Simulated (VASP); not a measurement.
Runs of VASP 6.6.1 on Si. The structure is that of space group P6/mmm (No. 191), or close to it. The cells are those of the table. This isn't the form of Si at room conditions, which is diamond.

```tsv
task	cell	k mesh	cutoff (eV)	gap on the mesh (eV)	pressure (GPa)	relaxed volume (Å³/atom)
relaxation of cell and atoms	relaxed from a = 2.937, b = 2.937, c = 2.744 Å, angles 90.0, 90.0, 120.0°, 1 atom	6 × 6 × 6	600	none	0.0	15.25
single point	a = 2.937, b = 2.937, c = 2.744 Å, angles 90.0, 90.0, 120.0°, 1 atom	9 × 9 × 6	520	none	(a)	-
single point	a = 2.641, b = 2.641, c = 2.526 Å, angles 90.0, 90.0, 120.0°, 1 atom	6 × 6 × 6	520	none	-0.1	-
single point	a = 2.661, b = 2.661, c = 2.449 Å, angles 90.0, 90.0, 120.0°, 1 atom	9 × 9 × 6	520	none	0.0	-
relaxation of cell and atoms	relaxed from a = 2.641, b = 2.641, c = 2.526 Å, angles 90.0, 90.0, 120.0°, 1 atom	9 × 9 × 6	600	none	-0.1	15.03
```

Alike in all rows: level PBE; potentials or basis VASP PAW PBE potentials, release 64 (Si); no spin polarisation; smearing gaussian 0.1 eV.

Task: Estimate the missing entries.

Result: (a) -16.3.

Caveats: all runs use coarse meshes; the volume moved by over 15 % at a fixed basis, so the end points are rough (at least some runs).

A gap of «none» marks levels without a gap at the run's occupations.
